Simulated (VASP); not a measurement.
Here is a VASP 6.6.1 calculation.

INCAR

```
SYSTEM = Ca
  PREC = Accurate
  ENCUT = 520
  EDIFF = 1E-6
  ISMEAR = 0
  SIGMA = 0.05
  LREAL = .False.
  LASPH = .True.
  NELM = 80
  ALGO = Normal
  ISIF = 2
  LWAVE = .False.
  LCHARG = .False.
  GGA = PE
  NBANDS = 11
```

Contents of KPOINTS:

```
Automatic mesh
0
Gamma
  12 12 12
  0 0 0
```

File POSCAR:

```
Ca
1.0
    0.0000000000      2.7942000000      2.7942000000
    2.7942000000      0.0000000000      2.7942000000
    2.7942000000      2.7942000000      0.0000000000
Ca
1
Direct
    0.0000000000      0.0000000000      0.0000000000
```

Potentials or basis: VASP PAW PBE potentials, release 64 (Ca_sv).

Command:

```sh
$ cat potpaw_PBE.64/Ca_sv/POTCAR > POTCAR
$ mpirun -np 1 vasp_std > vasp.out
```

**Question.** What does it give for the pressure?

**Answer.** -0.5 GPa.

**Question.** Predict the band gap on the k mesh.

**Answer.** Zero (band 5 reaches 2.05 eV, above the bottom of band 6 at 1.64 eV).
